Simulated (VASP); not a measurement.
A run of VASP 6.6.1:

INCAR

```
SYSTEM = Si3N4
ALGO = Normal ; EDIFF = 1E-6
EDIFFG = -0.02 ; ENCUT = 520
GGA = PE ; IBRION = 2
ISIF = 2 ; ISMEAR = -1
KPAR = 4 ; LASPH = .TRUE.
LCHARG = .FALSE. ; LREAL = .FALSE.
LWAVE = .FALSE. ; NELM = 100
NSW = 80 ; PREC = Accurate
SIGMA = 0.02
```

Contents of KPOINTS:

```
k-points
0
G
  4 4 10
  0 0 0
```

File POSCAR:

```
Si3N4
1.0
    7.5950000000      0.0000000000      0.0000000000
   -3.7975000000      6.5774629417      0.0000000000
    0.0000000000      0.0000000000      2.9313230000
Si N
6 8
Direct
    0.7673199111      0.1735618873      0.3256358183
    0.5937580238      0.7673199111      0.8256358183
    0.8264381127      0.5937580238      0.3256358183
    0.2326800889      0.8264381127      0.8256358183
    0.4062419762      0.2326800889      0.3256358183
    0.1735618873      0.4062419762      0.8256358183
    0.0293608826      0.3297475828      0.3256531520
    0.6996132998      0.0293608826      0.8256531520
    0.6702524172      0.6996132998      0.3256531520
    0.9706391174      0.6702524172      0.8256531520
    0.3003867002      0.9706391174      0.3256531520
    0.3297475828      0.3003867002      0.8256531520
    0.3333333333      0.6666666667     -0.1744669108
    0.6666666667      0.3333333333      0.3255330892
```

Potentials or basis: VASP PAW PBE potentials, release 64 (Si, N).

Launch:

```sh
$ cat potpaw_PBE.64/Si/POTCAR potpaw_PBE.64/N/POTCAR > POTCAR
$ mpirun -np 4 vasp_std > vasp.out
```

Hardware: 4 MPI ranks on AMD EPYC 7R43 64-Core Processor (Zen 3) (shared host).

Q: How long does it take, and how much memory?

A: It took 7 min on 4 MPI ranks on AMD EPYC 7R43 64-Core Processor (Zen 3), on a shared host, peak memory 0.3 GiB a rank. Counts: scf iterations 49, k points 24, ion steps 7.
